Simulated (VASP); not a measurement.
# Cl (Cmce) in VASP: G0W0 quasiparticle levels with PBE

Aim: the G0W0 quasiparticle levels of Cl with PBE.

Program: VASP 6.6.1. These are calculated values, not measurements. Logs are shortened: lines on timing, memory, paths and dates and some standing lists are left out, and cuts for length are marked.

## (1) The cell of the first run

It takes space group Cmce (No. 64, orthorhombic). Conventional cell: a = 6.290 Å, b = 4.500 Å, c = 8.210 Å, α = 90.00°, β = 90.00°, γ = 90.00°. Cl (site symmetry m) has 1 Cl at 2.02 Å within 2.7 Å.

## (2) G0W0 quasiparticle levels, PBE

Input file POSCAR:

```
Cl
1.0
    3.1450000000     -2.2500000000      0.0000000000
    3.1450000000      2.2500000000      0.0000000000
    0.0000000000      0.0000000000      8.2100000000
Cl
4
Direct
    0.3700000000      0.6300000000      0.4000000000
    0.1300000000      0.8700000000      0.9000000000
    0.6300000000      0.3700000000      0.6000000000
    0.8700000000      0.1300000000      0.1000000000
```

Input file INCAR.step1:

```
PREC = Accurate
ENCUT = 500
EDIFF = 1E-8
ISMEAR = 0
SIGMA = 0.01
LREAL = F
LASPH = T
NELM = 100
ALGO = Normal
LWAVE = T
LCHARG = F
GGA = PE
```

Input file INCAR.step2:

```
PREC = Accurate
ENCUT = 500
EDIFF = 1E-8
ISMEAR = 0
SIGMA = 0.01
LREAL = F
LASPH = T
NELM = 1
ALGO = Exact
LWAVE = T
LCHARG = F
GGA = PE
NBANDS = 360
LOPTICS = T
ISTART = 1
```

Input file INCAR.step3:

```
PREC = Accurate
ENCUT = 500
EDIFF = 1E-8
ISMEAR = 0
SIGMA = 0.01
LREAL = F
LASPH = T
ALGO = EVGW0
LWAVE = F
LCHARG = F
GGA = PE
NELMGW = 1
NBANDS = 360
ENCUTGW = 120.0
NOMEGA = 96
PRECFOCK = Fast
ISTART = 1
NBANDSGW = 22
OMEGAMAX = 20
```

Input file KPOINTS:

```
Automatic mesh
0
Gamma
  4 4 2
```

Potentials or basis: VASP PAW PBE potentials, release 64 (Cl_GW).

Command:

```bash
$ cat potpaw_PBE.64/Cl_GW/POTCAR > POTCAR
$ cp INCAR.step1 INCAR
$ mpirun -np 1 vasp_std > vasp.out
$ cp INCAR.step2 INCAR
$ mpirun -np 1 vasp_std > vasp.out
$ cp INCAR.step3 INCAR
$ mpirun -np 1 vasp_std > vasp.out
```

OUTCAR:

```text
PREC = Accurate
   ENCUT = 500
   EDIFF = 1E-8
   ISMEAR = 0
   LREAL = F
   LASPH = T
   GGA = PE
   NELMGW = 1
   ENCUTGW = 120.0
   PRECFOCK = Fast
   ISTART = 1

 ion  position               nearest neighbor table
   1  0.370  0.630  0.400-   3 2.02
   2  0.130  0.870  0.900-   4 2.02
   3  0.630  0.370  0.600-   1 2.02
   4  0.870  0.130  0.100-   2 2.02

  LATTYP: Found a base centered orthorhombic cell.
 ALAT       =     4.5000000000
 B/A-ratio  =     1.3977777778
 C/A-ratio  =     1.8244444444

  Lattice vectors:

 A1 = (  -3.1450000000,  -2.2500000000,   0.0000000000)
 A2 = (   3.1450000000,  -2.2500000000,   0.0000000000)
 A3 = (   0.0000000000,   0.0000000000,   8.2100000000)

Analysis of symmetry for initial positions (statically):
=====================================================================
 Subroutine PRICEL returns:
 Original cell was already a primitive cell.

 Routine SETGRP: Setting up the symmetry group for a
 base centered orthorhombic supercell.

 Subroutine GETGRP returns: Found  8 space group operations
 (whereof  4 operations were pure point group operations)
 out of a pool of  8 trial point group operations.

The static configuration has the point symmetry C_2h.
 The point group associated with its full space group is D_2h.

Analysis of symmetry for dynamics (positions and initial velocities):
=====================================================================
 Subroutine PRICEL returns:
 Original cell was already a primitive cell.

 Routine SETGRP: Setting up the symmetry group for a
 base centered orthorhombic supercell.

 Subroutine GETGRP returns: Found  8 space group operations
 (whereof  4 operations were pure point group operations)
 out of a pool of  8 trial point group operations.

The dynamic configuration has the point symmetry C_2h.
 The point group associated with its full space group is D_2h.

 Subroutine INISYM returns: Found  8 space group operations
 (whereof  4 operations are pure point group operations),
 and found     1 'primitive' translations

----------------------------------------------------------------------------------------

                                     Primitive cell

  volume of cell :     116.1920

[... 49 lines left out ...]
  0.000000  0.000000  0.000000      1.000000
  0.250000  0.000000  0.000000      4.000000
  0.500000  0.000000  0.000000      2.000000
  0.250000  0.250000  0.000000      2.000000
  0.500000  0.250000  0.000000      4.000000
 -0.250000  0.250000  0.000000      2.000000
  0.500000  0.500000  0.000000      1.000000
  0.000000  0.000000  0.500000      1.000000
  0.250000  0.000000  0.500000      4.000000
  0.500000  0.000000  0.500000      2.000000
  0.250000  0.250000  0.500000      2.000000
  0.500000  0.250000  0.500000      4.000000
 -0.250000  0.250000  0.500000      2.000000
  0.500000  0.500000  0.500000      1.000000
   k-points           NKPTS =     14   k-points in BZ     NKDIM =     32   number of bands    NBANDS=    360
   number of dos      NEDOS =    301   number of ions     NIONS =      4
   total plane-waves  NPLWV =  47040
   dimension x,y,z NGX =    28 NGY =   28 NGZ =   60
   dimension x,y,z NGXF=    56 NGYF=   56 NGZF=  120
   ions per type =               4
   NGX,Y,Z   is equivalent  to a cutoff of  12.04, 12.04, 12.15 a.u.
   NGXF,Y,Z  is equivalent  to a cutoff of  24.08, 24.08, 24.30 a.u.
 SYSTEM =  unknown system
   PREC   = accura    normal or accurate (medium, high low for compatibility)
   ISTART =      1    job   : 0-new  1-cont  2-samecut
   ICHARG =      0    charge: 1-file 2-atom 10-const
   ISPIN  =      1    spin polarized calculation?
   LNONCOLLINEAR =      F non collinear calculations
   LSORBIT =      F    spin-orbit coupling
   LASPH  =      T    aspherical Exc in radial PAW
   ENCUT  =  500.0 eV  36.75 Ry    6.06 a.u.   7.05  7.05 14.97*2*pi/ulx,y,z
   NELM   =     60;   NELMIN=  2; NELMDL=  0     # of ELM steps
   EDIFF  = 0.1E-07   stopping-criterion for ELM
   LREAL  =      F    real-space projection
   EDIFFG = 0.1E-06   stopping-criterion for IOM
   NSW    =      0    number of steps for IOM
   IBRION =     -1    ionic relax: 0-MD 1-quasi-New 2-CG
   NFREE  =      0    steps in history (QN), initial steepest desc. (CG)
   ISIF   =      0    stress and relaxation
   ISYM   =      3    0-nonsym 1-usesym 2-fastsym
   POTIM  = 0.5000    time-step for ionic-motion
   TEBEG  =    0.0;   TEEND  =   0.0 temperature during run
   PSTRESS=    0.0 pullay stress
   NELECT =      28.0000    total number of electrons
   NUPDOWN=      -1.0000    fix difference up-down
   EMIN   =  10.00;   EMAX   =-10.00  energy-range for DOS
   EFERMI =   0.00;   METHOD = LEGACY
   ISMEAR =     0;   SIGMA  =   0.01  broadening in eV -4-tet -1-fermi 0-gaus
   EFERMI_NEDOS =   21; number of points for ismear=-14 and -15
   IALGO  =     38    algorithm
   IMIX   =      4    mixing-type and parameters
     AMIX     =   0.40;   BMIX     =  1.00
     AMIX_MAG =   1.60;   BMIX_MAG =  1.00
  volume/ion in A,a.u.               =      29.05       196.03
  Fermi-wavevector in a.u.,A,eV,Ry     =   1.018753  1.925163 14.120900  1.037857
  Thomas-Fermi vector in A             =   2.152228
   LORBIT       =      0    0 simple, 1 ext, 2 COOP (PROOUT), +10 PAW based schemes
   GGA     = PE    functional components
   LHFCALC =     T    Hartree Fock is set to
   PRECFOCK=fast      Normal, Fast or Accurate (Low or Medium for compatibility)
   ENCUT4O =  -1.0   cutoff for four orbital integrals eV
   NKREDX  =     1    reduce k-point grid by
   NKREDY  =     1    reduce k-point grid by
   NKREDZ  =     1    reduce k-point grid by
   AEXX    =    1.0000 exact exchange contribution
   HFSCREEN=    0.0000 screening length (either q_TF or 0.3 A-1)
   HFSCREENC=   0.0000 screening length for correlation (either q_TF or 0.3 A-1)
   ENCUTFOCK=  -1.0 apply spherical cutoff to Coloumb kernel
   IVDW    =     0    specifies the selected vdW correction
   LEPSILON=     F    determine dielectric tensor
   LRPA    =     F    only Hartree local field effects (RPA)
   LRPAFORCE           =     F    calculate RPA forces
   ENCUTGW             = 120.0    cutoff for response function in eV
   ENCUTGWSOFT         =  96.0    soft cutoff for Coulomb kernel in GW response function in eV
   ENCUTLF             =  -1.0    cutoff for local field effects
   NELMGW              =     1    number of iterations in solving QP/BSE equation
   NELMHF              =     1    number of iterations in the inner HF iteration
   NKREDLFX            =     1    NKREDLFY  =   1   NKREDLFZ  =   1
 non-spin polarized calculation
 Gauss-broadening in eV      SIGMA  =   0.01
  energy-cutoff  :      500.00
  volume of cell :      116.19
 maximum number of plane-waves:      2968
  NGX = 16; NGY = 16; NGZ = 36
   NGX = 15   NGY = 15   NGZ = 29
 maximum number of plane-waves:       362
 NGX is ok and might be reduce to    14

 QP shifts <psi_nk| G(iteration)W_0 |psi_nk>: iteration 1
 for sc-GW calculations column KS-energies equals QP-energies in previous step
 and V_xc(KS)=  KS-energies - (<T + V_ion + V_H > + <T+V_H+V_ion>^1  + <V_x>^1)

 k-point   1 :       0.0000    0.0000    0.0000
  band No.  KS-energies  QP-energies   sigma(KS)   V_xc(KS)     V^pw_x(r,r')   Z            occupation Imag(sigma)

      1     -17.4619     -18.1584     -16.3693     -15.1816     -24.7624       0.5864       2.0000       1.1493
      2     -17.2607     -17.9878     -16.5969     -15.3660     -24.8245       0.5907       2.0000       1.0819
      3     -13.4718     -14.1724     -16.4179     -15.2410     -23.7275       0.5953       2.0000       0.7622
      4     -12.9355     -13.6960     -17.0432     -15.7795     -24.0076       0.6018       2.0000       0.6132
      5      -6.1596      -7.3979     -15.8622     -14.0896     -18.1985       0.6986       2.0000       0.2130
      6      -5.3577      -6.6053     -16.6229     -14.8819     -18.6386       0.7166       2.0000       0.1310
[... 352 lines left out ...]
     21       9.4370      10.3484      -7.9845      -9.1634      -4.1168       0.7732       0.0000      -0.1101
     22       9.4370      10.3484      -7.9845      -9.1634      -4.1168       0.7732       0.0000      -0.1101
```

Wall time 17 min (1 thread of Intel Xeon 6975P-C (Granite Rapids), shared host); peak memory 2.8 GiB.

What came out:

* Quasiparticle gap: 5.38 eV
* Least direct quasiparticle gap: 5.50 eV
* Band gap of the starting levels on the mesh: 2.49 eV
* Least direct gap of the starting levels on the mesh: 2.55 eV

Caveat: the k points lie up to 0.43 Å⁻¹ apart; bands, screening cutoff and mesh are small and nothing is extrapolated, so the quasiparticle values aren't converged.
